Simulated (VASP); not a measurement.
The system is Be4Se3.

```xyz
7
Lattice="2.5224 -2.5730 -0.0597 2.5565 2.6068 -0.0311 -1.4163 0.0457 9.5551" Properties=species:S:1:pos:R:3 pbc="T T T"
Be    0.4934    1.5747    8.6513
Be    3.2976   -1.3056    3.3596
Be    0.4851   -1.1457    6.1386
Be    2.9587    1.4157    0.8551
Se    1.6725   -0.2161    7.4627
Se    1.8519    2.6123    4.5412
Se    2.0773   -0.0568    2.1309
```

* Program: VASP 6.6.1
* Task: relaxation of cell and atoms
* Functional: PBE
* Potentials or basis: VASP PAW PBE potentials, release 64 (Be, Se)
* Cutoff: 600 eV
* k mesh: 4 × 4 × 2
* Occupations: gaussian, width 0.1 eV
* Spin: no spin polarisation

At the start: pressure 4.4 GPa; volume 17.91 Å³/atom.

Question: How do energy, volume and symmetry change on relaxing?

Answer: Over 26 steps the energy falls by 184.7 meV/atom and the volume is 18.19 Å³/atom (+1.6 %); space group P1 (No. 1, to 0.1 Å) before, C2 (No. 5, to 0.1 Å).

Step by step:
```csv
step,energy change (eV),largest force (eV/Å),pressure (GPa),volume (Å³)
1,0.0000,3.2452,4.37,125.34
2,-0.9481,0.7376,-3.65,134.20
3,-0.9568,0.8117,-3.14,133.16
4,-1.1630,0.5028,-0.98,127.28
5,-1.1932,0.4896,0.51,124.24
6,-1.2346,0.2358,0.38,124.38
7,-1.2431,0.3355,0.36,124.47
8,-1.2581,0.1888,-0.09,125.40
9,-1.2620,0.2072,-0.46,126.20
10,-1.2734,0.1444,-0.03,125.59
11,-1.2755,0.1407,0.25,125.20
12,-1.2816,0.0944,0.04,125.72
13,-1.2829,0.1284,-0.10,126.10
14,-1.2860,0.0695,-0.01,126.06
15,-1.2861,0.0702,0.00,126.05
16,-1.2877,0.0492,0.07,126.04
17,-1.2880,0.0665,0.11,126.03
18,-1.2893,0.0484,-0.06,126.49
19,-1.2894,0.0578,-0.15,126.76
20,-1.2904,0.0428,-0.03,126.68
21,-1.2907,0.0485,0.07,126.61
22,-1.2915,0.0314,0.04,126.78
23,-1.2919,0.0592,0.01,127.00
24,-1.2925,0.0422,-0.02,127.19
25,-1.2927,0.0346,-0.04,127.37
26,-1.2930,0.0226,0.02,127.32
```

Final structure:
```
CELL_PARAMETERS angstrom
2.55852 -2.58698 0.00095
2.55785 2.58472 0.00409
-1.24630 0.00535 9.62234
ATOMIC_POSITIONS crystal
Be 0.10129 0.67800 0.90070
Be 0.98563 0.45148 0.36577
Be 0.54771 0.01557 0.63431
Be 0.32148 0.89939 0.09907
Se 0.57458 0.54824 0.77169
Se 0.01563 0.98382 0.50011
Se 0.45163 0.42557 0.22834
```

Caveat: the k points lie up to 0.43 Å⁻¹ apart in the final cell.
